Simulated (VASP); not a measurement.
# NiGe3 (Pm-3m) in VASP: single point with PBE

Aim: the single point of NiGe3 with PBE.

All numbers are computed with VASP 6.6.1; they aren't measurements. Logs are shortened: lines on timing, memory, paths and dates and some standing lists are left out, and cuts for length are marked.

### Step 1. The cell of the first run

The structure is cubic, space group Pm-3m (No. 221). Conventional cell: a = 4.114 Å, b = 4.114 Å, c = 4.114 Å, α = 90.00°, β = 90.00°, γ = 90.00°. Ge (site symmetry 4/mmm) has 8 Ge at 2.91 Å and 4 Ni at 2.91 Å within 3.8 Å. Ni (site symmetry m-3m) has 12 Ge at 2.91 Å within 3.8 Å.

### Step 2. Single point, PBE, collinear spin, ferromagnetic start (Pd replaced by Ni, lengths x 0.982, strained)

The input, INCAR:

```
ALGO = Normal
EDIFF = 1E-6
ENCUT = 520
GGA = PE
ISIF = 2
ISMEAR = 0
ISPIN = 2
LASPH = T
LCHARG = F
LMAXMIX = 4
LORBIT = 11
LREAL = F
LWAVE = F
MAGMOM = 0 0 0 0.24
NBANDS = 38
NELM = 150
PREC = Accurate
SIGMA = 0.1
```

The input, KPOINTS:

```
k-points
0
Gamma
  10 10 10
```

The input, POSCAR:

```
NiGe3
1.0
    4.1141726682      0.0000000000      0.0000000000
    0.0000000000      4.1141726682      0.0000000000
    0.0000000000      0.0000000000      4.1141726682
Ge Ni
3 1
Direct
    0.0000000000      0.5000000000      0.5000000000
    0.5000000000      0.0000000000      0.5000000000
    0.5000000000      0.5000000000      0.0000000000
    0.0000000000      0.0000000000      0.0000000000
```

Potentials or basis: VASP PAW PBE potentials, release 64 (Ge_d, Ni).

Launch:

```sh
> cat potpaw_PBE.64/Ge_d/POTCAR potpaw_PBE.64/Ni/POTCAR > POTCAR
> mpirun -np 1 vasp_std > vasp.out
```

OUTCAR:

```text
EDIFF = 1E-6
   ENCUT = 520
   GGA = PE
   ISIF = 2
   ISMEAR = 0
   ISPIN = 2
   LASPH = T
   LORBIT = 11
   LREAL = F
   NELM = 150
   PREC = Accurate

 ion  position               nearest neighbor table
   1  0.000  0.500  0.500-   2 2.91   3 2.91   4 2.91   3 2.91   4 2.91   2 2.91   4 2.91   4 2.91
                             2 2.91   3 2.91   3 2.91   2 2.91
   2  0.500  0.000  0.500-   1 2.91   3 2.91   4 2.91   3 2.91   4 2.91   1 2.91   3 2.91   3 2.91
                             1 2.91   4 2.91   4 2.91   1 2.91
   3  0.500  0.500  0.000-   1 2.91   2 2.91   4 2.91   1 2.91   2 2.91   2 2.91   4 2.91   2 2.91
                             1 2.91   4 2.91   1 2.91   4 2.91
   4  0.000  0.000  0.000-   1 2.91   2 2.91   3 2.91   1 2.91   2 2.91   1 2.91   3 2.91   1 2.91
                             2 2.91   3 2.91   2 2.91   3 2.91

  LATTYP: Found a simple cubic cell.
 ALAT       =     4.1141726682

  Lattice vectors:

 A1 = (   4.1141726682,   0.0000000000,   0.0000000000)
 A2 = (   0.0000000000,   4.1141726682,   0.0000000000)
 A3 = (   0.0000000000,   0.0000000000,   4.1141726682)

Analysis of symmetry for initial positions (statically):
=====================================================================
 Subroutine PRICEL returns:
 Original cell was already a primitive cell.

 Routine SETGRP: Setting up the symmetry group for a
 simple cubic supercell.

 Subroutine GETGRP returns: Found 48 space group operations
 (whereof 48 operations were pure point group operations)
 out of a pool of 48 trial point group operations.

The static configuration has the point symmetry O_h .

Analysis of symmetry for dynamics (positions and initial velocities):
=====================================================================
 Subroutine PRICEL returns:
 Original cell was already a primitive cell.

 Routine SETGRP: Setting up the symmetry group for a
 simple cubic supercell.

 Subroutine GETGRP returns: Found 48 space group operations
 (whereof 48 operations were pure point group operations)
 out of a pool of 48 trial point group operations.

The dynamic configuration has the point symmetry O_h .

Analysis of structural, dynamic, and magnetic symmetry:
=====================================================================
 Subroutine PRICEL returns:
 Original cell was already a primitive cell.

 Routine SETGRP: Setting up the symmetry group for a
 simple cubic supercell.

 Subroutine GETGRP returns: Found 48 space group operations
 (whereof 48 operations were pure point group operations)
 out of a pool of 48 trial point group operations.

The overall configuration has the point symmetry O_h .

 Subroutine INISYM returns: Found 48 space group operations
 (whereof 48 operations are pure point group operations),
 and found     1 'primitive' translations

----------------------------------------------------------------------------------------

                                     Primitive cell

  volume of cell :      69.6382

  direct lattice vectors                    reciprocal lattice vectors
     4.114172668  0.000000000  0.000000000     0.243062234  0.000000000  0.000000000
     0.000000000  4.114172668  0.000000000     0.000000000  0.243062234  0.000000000
     0.000000000  0.000000000  4.114172668     0.000000000  0.000000000  0.243062234

  length of vectors
     4.114172668  4.114172668  4.114172668     0.243062234  0.243062234  0.243062234

  position of ions in fractional coordinates (direct lattice)
     0.000000000  0.500000000  0.500000000
     0.500000000  0.000000000  0.500000000
     0.500000000  0.500000000  0.000000000
     0.000000000  0.000000000  0.000000000

  ion indices of the primitive-cell ions
   primitive index   ion index
                 1           1
                 2           2
                 3           3
                 4           4

----------------------------------------------------------------------------------------

 KPOINTS: k-points

Automatic generation of k-mesh.
 Grid dimensions read from file:
 generate k-points for:   10   10   10

 Generating k-lattice:

  Cartesian coordinates                     Fractional coordinates (reciprocal lattice)
     0.024306223  0.000000000  0.000000000     0.100000000  0.000000000  0.000000000
     0.000000000  0.024306223  0.000000000     0.000000000  0.100000000  0.000000000
     0.000000000  0.000000000  0.024306223     0.000000000  0.000000000  0.100000000

  Length of vectors
     0.024306223  0.024306223  0.024306223

  Shift w.r.t. Gamma in fractional coordinates (k-lattice)
     0.000000000  0.000000000  0.000000000

 Subroutine IBZKPT returns following result:
 ===========================================

 Found     56 irreducible k-points:

 Following reciprocal coordinates:
            Coordinates               Weight
  0.000000  0.000000  0.000000      1.000000
  0.100000  0.000000  0.000000      6.000000
  0.200000  0.000000  0.000000      6.000000
  0.300000  0.000000  0.000000      6.000000
  0.400000  0.000000  0.000000      6.000000
  0.500000  0.000000  0.000000      3.000000
[... 16 lines left out ...]
  0.200000  0.100000  0.100000     24.000000
  0.300000  0.100000  0.100000     24.000000
 [... further k-points ...]
   k-points           NKPTS =     56   k-points in BZ     NKDIM =     56   number of bands    NBANDS=     38
   number of dos      NEDOS =    301   number of ions     NIONS =      4
   total plane-waves  NPLWV =  32768
   dimension x,y,z NGX =    32 NGY =   32 NGZ =   32
   dimension x,y,z NGXF=    64 NGYF=   64 NGZF=   64
   ions per type =               3   1
   NGX,Y,Z   is equivalent  to a cutoff of  12.93, 12.93, 12.93 a.u.
   NGXF,Y,Z  is equivalent  to a cutoff of  25.86, 25.86, 25.86 a.u.
 SYSTEM =  unknown system
   PREC   = accura    normal or accurate (medium, high low for compatibility)
   ISTART =      0    job   : 0-new  1-cont  2-samecut
   ICHARG =      2    charge: 1-file 2-atom 10-const
   ISPIN  =      2    spin polarized calculation?
   LNONCOLLINEAR =      F non collinear calculations
   LSORBIT =      F    spin-orbit coupling
   LASPH  =      T    aspherical Exc in radial PAW
   ENCUT  =  520.0 eV  38.22 Ry    6.18 a.u.   7.65  7.65  7.65*2*pi/ulx,y,z
   NELM   =    150;   NELMIN=  2; NELMDL= -5     # of ELM steps
   EDIFF  = 0.1E-05   stopping-criterion for ELM
   LREAL  =      F    real-space projection
   EDIFFG = 0.1E-04   stopping-criterion for IOM
   NSW    =      0    number of steps for IOM
   IBRION =     -1    ionic relax: 0-MD 1-quasi-New 2-CG
   NFREE  =      0    steps in history (QN), initial steepest desc. (CG)
   ISIF   =      2    stress and relaxation
   ISYM   =      2    0-nonsym 1-usesym 2-fastsym
   POTIM  = 0.5000    time-step for ionic-motion
   TEBEG  =    0.0;   TEEND  =   0.0 temperature during run
   PSTRESS=    0.0 pullay stress
   NELECT =      52.0000    total number of electrons
   NUPDOWN=      -1.0000    fix difference up-down
   EMIN   =  10.00;   EMAX   =-10.00  energy-range for DOS
   EFERMI =   0.00;   METHOD = LEGACY
   ISMEAR =     0;   SIGMA  =   0.10  broadening in eV -4-tet -1-fermi 0-gaus
   EFERMI_NEDOS =   21; number of points for ismear=-14 and -15
   IALGO  =     38    algorithm
   IMIX   =      4    mixing-type and parameters
     AMIX     =   0.40;   BMIX     =  1.00
     AMIX_MAG =   1.60;   BMIX_MAG =  1.00
  volume/ion in A,a.u.               =      17.41       117.49
  Fermi-wavevector in a.u.,A,eV,Ry     =   1.485229  2.806676 30.013164  2.205905
  Thomas-Fermi vector in A             =   2.598667
   LORBIT       =     11    0 simple, 1 ext, 2 COOP (PROOUT), +10 PAW based schemes
   GGA     = PE    functional components
   LHFCALC =     F    Hartree Fock is set to
   AEXX    =    0.0000 exact exchange contribution
   IVDW    =     0    specifies the selected vdW correction
   LEPSILON=     F    determine dielectric tensor
   LRPA    =     F    only Hartree local field effects (RPA)
 spin polarized calculation
 Gauss-broadening in eV      SIGMA  =   0.10
  energy-cutoff  :      520.00
  volume of cell :       69.64
 maximum number of plane-waves:      1924
 NGX is ok and might be reduce to    32
   NGX = 15   NGY = 15   NGZ = 15

 number of electron      52.0000022 magnetization      -0.0008838

 number of electron      52.0000022 magnetization       0.0003947

 Free energy of the ion-electron system (eV)
  ---------------------------------------------------
  ext. energy  EPLUGINS =         0.00000000
  ---------------------------------------------------
  free energy    TOTEN  =       -17.89770599 eV

  energy without entropy =      -17.88329951  energy(sigma->0) =      -17.89050275

 E-fermi :   6.8754     XC(G=0): -11.4613

 val. band max:        6.8662635928   @ k =   0.5000   0.1000   0.0000
 cond. band min:       6.8846298329   @ k =   0.4000   0.4000   0.0000
 fundamental gap:      0.0183662401
 Fermi energy:         6.8753900850

 spin component 1

 k-point     1 :       0.0000    0.0000    0.0000
  band No.  band energies     occupation
      1     -17.8971      1.00000
      2     -17.8971      1.00000
      3     -17.8971      1.00000
      4     -17.8917      1.00000
      5     -17.8181      1.00000
      6     -17.8181      1.00000
[... 973 lines left out ...]
     37      17.7894      0.00000
     38      18.0305      0.00000

 [... further k-points ...]

 spin component 2

 k-point     1 :       0.0000    0.0000    0.0000
  band No.  band energies     occupation
      1     -17.8971      1.00000
      2     -17.8971      1.00000
      3     -17.8971      1.00000
      4     -17.8917      1.00000
      5     -17.8181      1.00000
      6     -17.8181      1.00000
[... 973 lines left out ...]
     37      17.7894      0.00000
     38      18.0305      0.00000

 [... further k-points ...]

------------------------ aborting loop because EDIFF is reached ----------------------------------------

  FORCE on cell =-STRESS in cart. coord.  units (eV):
  Direction    XX          YY          ZZ          XY          YZ          ZX
  --------------------------------------------------------------------------------------
  -------------------------------------------------------------------------------------
  Total       -1.8104650     -1.8104650     -1.8104650      0.0000000      0.0000000      0.0000000
  in kB      -41.6536611    -41.6536611    -41.6536611      0.0000000      0.0000000      0.0000000
  external PRESSURE =     -41.6536611 kB  Pullay stress =       0.0000000 kB

 VOLUME and BASIS-vectors are now :
 -----------------------------------------------------------------------------
  energy-cutoff  :      520.00
  volume of cell :       69.64
      direct lattice vectors                 reciprocal lattice vectors
     4.114172668  0.000000000  0.000000000     0.243062234  0.000000000  0.000000000
     0.000000000  4.114172668  0.000000000     0.000000000  0.243062234  0.000000000
     0.000000000  0.000000000  4.114172668     0.000000000  0.000000000  0.243062234

 POSITION                                       TOTAL-FORCE (eV/Angst)
 -----------------------------------------------------------------------------------
      0.00000      2.05709      2.05709         0.000000      0.000000      0.000000
      2.05709      0.00000      2.05709         0.000000      0.000000      0.000000
      2.05709      2.05709      0.00000         0.000000      0.000000      0.000000
      0.00000      0.00000      0.00000         0.000000      0.000000      0.000000
 -----------------------------------------------------------------------------------
    total drift:                                0.000000     -0.000000     -0.000000

  FREE ENERGIE OF THE ION-ELECTRON SYSTEM (eV)
  ---------------------------------------------------
  free  energy   TOTEN  =       -17.8977059931 eV

  energy  without entropy=      -17.8832995110  energy(sigma->0) =      -17.89050275

 total charge

# of ion       s       p       d       tot
------------------------------------------
    1        1.256   0.908  10.028  12.191
    2        1.256   0.908  10.028  12.191
    3        1.256   0.908  10.028  12.191
    4        0.354   0.230   8.424   9.008
--------------------------------------------------
tot          4.122   2.954  38.507  45.582

 magnetization (x)

# of ion       s       p       d       tot
------------------------------------------
    1        0.000   0.000   0.000   0.000
    2        0.000   0.000   0.000   0.000
    3        0.000   0.000   0.000   0.000
    4        0.000   0.000   0.000   0.000
--------------------------------------------------
tot          0.000   0.000   0.000   0.000
```

It took 90 s on 1 thread of Intel Xeon 6975P-C (Granite Rapids), shared host; peak memory 0.35 GiB.

Results:

| Quantity | Value |
| --- | --- |
| Free energy | -17.8977 eV |
| Pressure | -4.2 GPa |
| Band gap on the k mesh | zero (filled and empty bands overlap) |
| Net moment | 0.00 μB per cell |
| Valence electrons inside the program's atomic spheres | Ge 12.19; Ni 9.01 |

Levels at points of the mesh, in eV from the Fermi level:
Spin up:
```csv
k point,band 23,band 24,band 25,band 26,band 27,band 28,band 29,band 30
"(0.00, 0.00, 0.00)",-1.24,-1.24,-0.76,-0.76,0.37,3.29,3.29,3.29
"(0.50, 0.00, 0.00)",-1.18,-0.34,-0.34,-0.01,-0.01,0.15,0.81,2.02
"(0.50, 0.50, 0.00)",-1.07,-1.06,-0.04,0.15,1.05,1.05,1.92,1.92
"(0.50, 0.50, 0.50)",-1.02,-1.02,-0.91,-0.72,-0.72,-0.72,7.64,7.64
```
Spin down:
```tsv
k point	band 22	band 23	band 24	band 25	band 26	band 27	band 28	band 29	band 30	band 31
(0.00, 0.00, 0.00)	-1.24	-1.24	-1.24	-0.76	-0.76	0.37	3.29	3.29	3.29	5.43
(0.50, 0.00, 0.00)	-1.21	-1.18	-0.34	-0.34	-0.01	-0.01	0.15	0.81	2.02	5.79
(0.50, 0.50, 0.00)	-1.13	-1.07	-1.06	-0.04	0.15	1.05	1.05	1.92	1.92	4.48
(0.50, 0.50, 0.50)	-4.44	-1.02	-1.02	-0.91	-0.72	-0.72	-0.72	7.64	7.64	7.98
```

Caveat: the cell differs from its parent crystal (Pd replaced by Ni, lengths x 0.982, strained); the cell stands under tension.
